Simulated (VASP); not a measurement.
# Si25O47 (a cell with a defect) in VASP: single point with PBEsol

Aim: the single point of Si25O47 (a cell with a defect) with PBEsol.

Everything below comes from runs of VASP 6.6.1. Logs are shortened: lines on timing, memory, paths and dates and some standing lists are left out, and cuts for length are marked.

## (1) The cell of the first run

The cell holds a defect, 72 atoms: a = 9.902 Å, b = 9.902 Å, c = 10.886 Å, α = 90.00°, β = 90.00°, γ = 120.00°.

## (2) Single point, PBEsol, collinear spin

Contents of INCAR:

```
SYSTEM = Si25O47
  PREC = Accurate
  ENCUT = 520
  EDIFF = 1E-6
  ISMEAR = -1
  SIGMA = 0.05
  LREAL = Auto
  LASPH = .TRUE.
  NELM = 200
  ALGO = Normal
  ISIF = 2
  LWAVE = .FALSE.
  LCHARG = .TRUE.
  ISPIN = 2
  MAGMOM = 0 0 0 0 0 0 0 0 0 0 0 0 0.333 0 0 0 0 0.333 0 0 0 0 0 0 0.333 0 0 0 0 0 0 0 0 0 0 0 0 0 0 0 0 0 0 0 0 0 0 0 0 0 0 0 0 0 0 0 0 0 0 0 0 0 0 0 0 0 0 0 0 0 0 0
  LORBIT = 11
  GGA = PS
  LELF = .TRUE.
  LVHAR = .TRUE.
  NELECT = 379.0
  ISYM = 0
  NBANDS = 237
  GGA_COMPAT = .FALSE.
  NCORE = 4
```

Contents of KPOINTS:

```
Automatic mesh
0
Gamma
  1 1 1
  0.25 0.25 0.25
```

Contents of POSCAR:

```
Si25O47
1.0
    9.9016390000      0.0000000000      0.0000000000
   -4.9508190000      8.5750710000      0.0000000000
    0.0000000000      0.0000000000     10.8858800000
Si O
25 47
Direct
    0.2433680000      0.0098500000      0.1620950000
    0.2480150000      0.0125730000      0.6672360000
    0.2244800000      0.5048180000      0.1550070000
    0.2017620000      0.5008480000      0.6871280000
    0.7401820000      0.9992630000      0.1811770000
    0.7208720000      0.9847340000      0.6753940000
    0.7598440000      0.5128050000      0.1504180000
    0.7400510000      0.4774710000      0.6630230000
    0.0208560000      0.2392860000      0.3297020000
    0.9896180000      0.2162850000      0.8444970000
    0.0086200000      0.7440810000      0.3322350000
    0.9977230000      0.7582550000      0.8238610000
    0.5812070000      0.1896560000      0.2505160000
    0.4989690000      0.2272590000      0.8431860000
    0.4783120000      0.7291440000      0.3398550000
    0.4810570000      0.7312730000      0.8400520000
    0.2670810000      0.2710880000      0.9990060000
    0.2696240000      0.2943710000      0.5083150000
    0.2435710000      0.7630900000      0.9925330000
    0.2513810000      0.7594450000      0.5144290000
    0.7663630000      0.2635060000      0.0085790000
    0.7779900000      0.2484820000      0.4965690000
    0.7531080000      0.7669250000      0.9944030000
    0.7558580000      0.7494850000      0.5000150000
    0.5399120000      0.4611060000      0.4399270000
    0.2246520000      0.1553100000      0.1171660000
    0.2518740000      0.1635490000      0.6031420000
    0.1847250000      0.6337490000      0.1024920000
    0.1770420000      0.6369990000      0.6274640000
    0.6934090000      0.1459140000      0.1438810000
    0.7030550000      0.1147680000      0.5998230000
    0.7107400000      0.6349330000      0.1003520000
    0.6676170000      0.5696400000      0.5690810000
    0.4000150000      0.0638920000      0.2472750000
    0.3684090000      0.0673530000      0.7814720000
    0.3634330000      0.5821650000      0.2591650000
    0.3460790000      0.5690420000      0.7822030000
    0.8911530000      0.0751010000      0.2675590000
    0.8607220000      0.0598250000      0.7746390000
    0.8817460000      0.5876610000      0.2622350000
    0.8638050000      0.6068260000      0.7503240000
    0.4306540000      0.3026810000      0.9388380000
    0.4085340000      0.7662590000      0.4587440000
    0.4116790000      0.7924610000      0.9469990000
    0.9430540000      0.2772380000      0.4461500000
    0.9084550000      0.2418540000      0.9671920000
    0.9125200000      0.7863250000      0.4347630000
    0.9175350000      0.8087440000      0.9313690000
    0.1672730000      0.2250740000      0.3841800000
    0.1329020000      0.1962070000      0.8928910000
    0.1279250000      0.7049080000      0.4018320000
    0.1165640000      0.7073910000      0.8819150000
    0.6556910000      0.1970270000      0.3818880000
    0.6231900000      0.1919200000      0.9144410000
    0.5977010000      0.6633870000      0.4009520000
    0.6167300000      0.7011320000      0.8927440000
    0.0715280000      0.3712180000      0.2251940000
    0.0452030000      0.3653310000      0.7529870000
    0.0924890000      0.8924870000      0.2423840000
    0.0757620000      0.8943520000      0.7207170000
    0.6057170000      0.3553150000      0.2034730000
    0.5873910000      0.3492370000      0.7308850000
    0.5892320000      0.8837120000      0.2622310000
    0.5546940000      0.8642020000      0.7337370000
    0.2839490000      0.4338590000      0.0479600000
    0.2479310000      0.4283500000      0.5702820000
    0.2661170000      0.9262000000      0.0435440000
    0.2981310000      0.9318620000      0.5611100000
    0.8249760000      0.4419160000      0.0456680000
    0.8037010000      0.4095850000      0.5578980000
    0.7620300000      0.9208290000      0.0604520000
    0.7659800000      0.8881440000      0.5755970000
```

Potentials or basis: VASP PAW PBE potentials, release 64 (Si, O).

On the command line:

```bash
cat potpaw_PBE.64/Si/POTCAR potpaw_PBE.64/O/POTCAR > POTCAR
mpirun -np 4 vasp_std > vasp.out
```

OUTCAR:

```text
SYSTEM = Si25O47
   PREC = Accurate
   ENCUT = 520
   EDIFF = 1E-6
   ISMEAR = -1
   LREAL = Auto
   LASPH = .TRUE.
   NELM = 200
   ISIF = 2
   ISPIN = 2
   LORBIT = 11
   GGA = PS
   NELECT = 379.0
   ISYM = 0

 ion  position               nearest neighbor table
   1  0.243  0.010  0.162-  67 1.61  59 1.62  26 1.62  34 1.65  17 3.05  13 3.05  19 3.06  11 3.11

   2  0.248  0.013  0.667-  35 1.62  68 1.62  60 1.62  27 1.63  14 3.01  20 3.02  12 3.02
   3  0.224  0.505  0.155-  65 1.62  28 1.62  57 1.62  36 1.65  19 3.04   9 3.05  17 3.06  15 3.12

   4  0.202  0.501  0.687-  37 1.61  29 1.62  58 1.62  66 1.63  20 3.01  16 3.05  10 3.06  18 3.13
[... 28 lines left out ...]
  21  0.766  0.264  0.009-  46 1.59  54 1.60  69 1.61  30 1.79   7 2.94  10 3.05  14 3.07  13 3.08
                             5 3.12
  22  0.778  0.248  0.497-  31 1.61  45 1.61  70 1.63  53 1.63   9 3.05   8 3.07   6 3.07
  23  0.753  0.767  0.994-  56 1.61  48 1.62  32 1.63  71 1.65  16 3.04   7 3.06  12 3.09   5 3.12

  24  0.756  0.749  0.500-  72 1.56  47 1.57  33 1.72  55 1.73  25 2.65  11 3.12
  25  0.540  0.461  0.440-  33 1.84  55 1.84  18 2.45  24 2.65   8 3.09
  26  0.225  0.155  0.117-   1 1.62  17 1.63
  27  0.252  0.164  0.603-  18 1.60   2 1.63
  28  0.185  0.634  0.102-   3 1.62  19 1.63
  29  0.177  0.637  0.627-   4 1.62  20 1.62
  30  0.693  0.146  0.144-   5 1.78  21 1.79  13 1.80
  31  0.703  0.115  0.600-  22 1.61   6 1.61
  32  0.711  0.635  0.100-   7 1.61  23 1.63
  33  0.668  0.570  0.569-  24 1.72   8 1.75  25 1.84
  34  0.400  0.064  0.247-  13 1.59   1 1.65
  35  0.368  0.067  0.781-  14 1.61   2 1.62
  36  0.363  0.582  0.259-  15 1.59   3 1.65
  37  0.346  0.569  0.782-   4 1.61  16 1.62
  38  0.891  0.075  0.268-   5 1.60   9 1.63
  39  0.861  0.060  0.775-   6 1.61  10 1.62
[... 19 lines left out ...]
  59  0.092  0.892  0.242-  11 1.61   1 1.62
  60  0.076  0.894  0.721-   2 1.62  12 1.62
  61  0.606  0.355  0.203-  13 1.62   7 1.65
[... 9 lines left out ...]
  71  0.762  0.921  0.060-   5 1.60  23 1.65
  72  0.766  0.888  0.576-  24 1.56   6 1.65

IMPORTANT INFORMATION: All symmetrisations will be switched off!
NOSYMM: (Re-)initialisation of all symmetry stuff for point group C_1.

----------------------------------------------------------------------------------------

                                     Primitive cell

  volume of cell :     924.2902

  direct lattice vectors                    reciprocal lattice vectors
     9.901639000  0.000000000  0.000000000     0.100993381  0.058308549  0.000000000
    -4.950819000  8.575071000  0.000000000     0.000000000  0.116617110  0.000000000
     0.000000000  0.000000000 10.885880000     0.000000000  0.000000000  0.091862119

  length of vectors
     9.901639000  9.901638825 10.885880000     0.116617108  0.116617110  0.091862119

  position of ions in fractional coordinates (direct lattice)
     0.243368000  0.009850000  0.162095000
     0.248015000  0.012573000  0.667236000
     0.224480000  0.504818000  0.155007000
[... 246 lines left out ...]

 val. band max:        2.9328416706   @ k =   0.2500   0.5000   0.2500
 cond. band min:       4.1527095053   @ k =   0.5000   0.2500   0.2500
 fundamental gap:      1.2198678347
 Fermi energy:         3.5435496205

 spin component 1

 k-point     1 :       0.2500    0.2500    0.2500
  band No.  band energies     occupation
      1     -19.7126      1.00000
      2     -18.8668      1.00000
      3     -18.4667      1.00000
      4     -17.9366      1.00000
      5     -17.8778      1.00000
      6     -17.7718      1.00000
[... 1213 lines left out ...]
    200       9.0217      0.00000
    201       9.1573      0.00000
 Fermi energy:         3.5435496205

 spin component 2

 k-point     1 :       0.2500    0.2500    0.2500
  band No.  band energies     occupation
      1     -19.6641      1.00000
      2     -18.8625      1.00000
      3     -18.4317      1.00000
      4     -17.9298      1.00000
      5     -17.8672      1.00000
      6     -17.7663      1.00000
[... 1213 lines left out ...]
    200       9.0541      0.00000
    201       9.2050      0.00000
 [bands above 201 left out]

------------------------ aborting loop because EDIFF is reached ----------------------------------------

  FORCE on cell =-STRESS in cart. coord.  units (eV):
  Direction    XX          YY          ZZ          XY          YZ          ZX
  --------------------------------------------------------------------------------------
  -------------------------------------------------------------------------------------
  Total      -20.3863422    -20.4190467    -20.2118590      1.8257530      3.0532577     -0.7496146
  in kB      -35.3379651    -35.3946555    -35.0355134      3.1647852      5.2925588     -1.2993922
  external PRESSURE =     -35.2560446 kB  Pullay stress =       0.0000000 kB

 VOLUME and BASIS-vectors are now :
 -----------------------------------------------------------------------------
  energy-cutoff  :      520.00
  volume of cell :      924.29
      direct lattice vectors                 reciprocal lattice vectors
     9.901639000  0.000000000  0.000000000     0.100993381  0.058308549  0.000000000
    -4.950819000  8.575071000  0.000000000     0.000000000  0.116617110  0.000000000
     0.000000000  0.000000000 10.885880000     0.000000000  0.000000000  0.091862119

 POSITION                                       TOTAL-FORCE (eV/Angst)
 -----------------------------------------------------------------------------------
      2.36098      0.08446      1.76455        -0.022417      0.009395      0.046113
      2.39351      0.10781      7.26345        -0.021302      0.028965     -0.028585
     -0.27654      4.32885      1.68739        -0.000665      0.008054      0.030019
     -0.48183      4.29481      7.47999        -0.019644     -0.019025     -0.014680
      2.38184      8.56875      1.97227        -0.042297      0.030433     -0.026712
      2.26257      8.44416      7.35226         0.008547     -0.013106     -0.035439
[... 64 lines left out ...]
      2.98649      7.89617      0.65807         0.013679     -0.016967     -0.046751
      3.18742      7.61590      6.26588        -0.048602      0.063204      0.049625
 -----------------------------------------------------------------------------------
    total drift:                                0.017425     -0.014512      0.026787

  FREE ENERGIE OF THE ION-ELECTRON SYSTEM (eV)
  ---------------------------------------------------
  free  energy   TOTEN  =      -595.5646034617 eV

  energy  without entropy=     -595.5645973799  energy(sigma->0) =     -595.56460042

 total charge

# of ion       s       p       d       tot
------------------------------------------
    1        0.643   0.989   0.000   1.632
    2        0.643   0.990   0.000   1.633
    3        0.642   0.984   0.000   1.627
    4        0.644   0.988   0.000   1.632
    5        0.638   0.960   0.000   1.598
    6        0.641   0.991   0.000   1.632
[... 64 lines left out ...]
   71        1.541   3.669   0.000   5.210
   72        1.543   3.687   0.000   5.230
--------------------------------------------------
tot         88.916 196.675   0.000 285.590

 magnetization (x)

# of ion       s       p       d       tot
------------------------------------------
    1       -0.000  -0.000   0.000  -0.000
    2        0.000   0.001   0.000   0.001
    3        0.000  -0.000   0.000  -0.000
    4        0.001   0.002   0.000   0.003
    5        0.000   0.000   0.000   0.000
    6       -0.000   0.000   0.000   0.000
[... 64 lines left out ...]
   71        0.000   0.000   0.000   0.000
   72        0.000   0.001   0.000   0.001
--------------------------------------------------
tot          0.117   0.398   0.000   0.515
```

Wall time 24 min (4 MPI ranks of Intel Xeon Platinum 8488C (Sapphire Rapids), shared host); peak memory 0.72 GiB.

What came out:

| Property | Result |
| --- | --- |
| Free energy | -595.5646 eV |
| Largest force | 0.094 eV/Å |
| Net moment | 1.00 μB per cell |
| Site moments | Si -0.00, +0.00, +0.07, +0.27 (each value once); O +0.00, +0.01, -0.00, +0.03, +0.02, +0.04 (each value once) μB |
| Valence electrons inside the program's atomic spheres | Si 1.63, 1.60, 1.64, 1.62, 1.61, 1.65, 1.51 (each value once); O 5.21, 5.22, 5.15, 5.23, 5.17, 5.24, 5.19, 5.20 (each value once) |

Forces in eV/Å, atoms in the order of the input:
```
Si  -0.022  0.009  0.046
Si  -0.021  0.029 -0.029
Si  -0.001  0.008  0.030
Si  -0.020 -0.019 -0.015
Si  -0.042  0.030 -0.027
Si   0.009 -0.013 -0.035
Si  -0.022  0.014  0.024
Si  -0.025  0.044 -0.021
Si   0.030 -0.033  0.002
Si  -0.009 -0.030  0.009
Si  -0.025  0.007  0.033
Si  -0.029 -0.025 -0.017
Si   0.032 -0.053  0.007
Si   0.018 -0.006 -0.016
Si   0.058  0.009  0.024
Si   0.018 -0.017 -0.015
Si   0.012  0.019 -0.010
Si   0.088  0.008 -0.030
Si  -0.004  0.010  0.002
Si   0.024  0.004 -0.003
Si   0.023 -0.050  0.028
Si  -0.033  0.024  0.008
Si  -0.005  0.035  0.012
Si  -0.025 -0.019  0.001
Si  -0.010 -0.059 -0.040
O   -0.021  0.021  0.014
O    0.011 -0.006  0.022
O   -0.034  0.011  0.007
O   -0.028  0.010  0.018
O   -0.002  0.011  0.004
O   -0.009  0.001  0.005
O   -0.032  0.016  0.010
O    0.012 -0.016  0.001
O   -0.031 -0.049  0.003
O    0.012 -0.033  0.026
O   -0.006 -0.044 -0.032
O    0.015 -0.014  0.015
O    0.029  0.004  0.023
O    0.014 -0.007  0.007
O    0.002 -0.021  0.000
O    0.018  0.033  0.035
O    0.001  0.014  0.025
O   -0.006  0.001  0.047
O    0.014  0.011  0.027
O    0.023  0.010  0.010
O    0.042 -0.018  0.011
O    0.078 -0.002 -0.037
O    0.017  0.012  0.015
O    0.015 -0.029 -0.043
O    0.034 -0.012 -0.011
O    0.027 -0.015  0.001
O    0.026 -0.029 -0.006
O    0.028  0.004  0.016
O   -0.009 -0.010 -0.013
O   -0.006  0.000 -0.001
O    0.003 -0.019 -0.022
O   -0.025  0.014 -0.018
O   -0.027  0.003 -0.006
O   -0.012  0.009 -0.016
O   -0.028  0.015 -0.019
O   -0.042  0.037 -0.013
O   -0.033 -0.023  0.005
O   -0.013  0.011 -0.005
O   -0.034 -0.020  0.006
O    0.001  0.018 -0.023
O   -0.039  0.029  0.024
O   -0.001  0.016 -0.021
O    0.003  0.032 -0.021
O    0.012  0.050 -0.012
O    0.014  0.001 -0.030
O    0.014 -0.017 -0.047
O   -0.049  0.063  0.050
```

Caveat: the cell carries a net charge on a neutralising background, which shifts energy and pressure; the cell is charged against a uniform background, so pressure and absolute levels hang on convention; the PAW data sets were made with another functional, which shifts forces and pressure a little.
